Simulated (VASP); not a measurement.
Hf: single point with PBE

Hf:

```
Hf
1.0
     0.06660    2.25330    2.25330
     2.25330    0.06660    2.25330
     2.25330    2.25330    0.06660
Hf
1
Direct
  0.00000 0.00000 0.00000
```

This cell differs from its parent crystal: equal xy, yz and zx shear strains of +3 %.

| Quantity | Value |
| --- | --- |
| Program | VASP 6.6.1 |
| Task | single point |
| Functional | PBE |
| Potentials or basis | VASP PAW PBE potentials, release 64 (Hf_pv) |
| Cutoff | 520 eV |
| k mesh | 13 × 13 × 13 |
| Occupations | fermi-dirac, width 0.03 eV |
| Spin | no spin polarisation |
| Dipole correction | no |
| Further INCAR settings | ALGO = Normal; EDIFF = 1e-06; NBANDS = 11 |

* Pressure: 3.0 GPa
* Band gap on the k mesh: zero (band 5 reaches 5.92 eV, above the bottom of band 6 at 4.32 eV)

Stress tensor (GPa, compression positive):
```
 3.01 -1.98 -1.98
-1.98  3.01 -1.98
-1.98 -1.98  3.01
```

Levels at points of the mesh, in eV from the Fermi level:
| k point | band 1 | band 2 | band 3 | band 4 | band 5 | band 6 | band 7 | band 8 | band 9 | band 10 |
| --- | --- | --- | --- | --- | --- | --- | --- | --- | --- | --- |
| (0.00, 0.00, 0.00) | -29.98 | -29.90 | -29.90 | -7.28 | 0.95 | 1.63 | 1.63 | 4.33 | 4.33 | 11.38 |

Run time: 19 s on 1 thread of Intel(R) Xeon(R) Platinum 8375C CPU @ 2.90GHz (Ice Lake), on a shared host, peak memory 0.18 GiB.

Caveat: the cell differs from its parent crystal (equal xy, yz and zx shear strains of +3 %); spin-orbit coupling is left out, which moves the levels of the heavy elements.
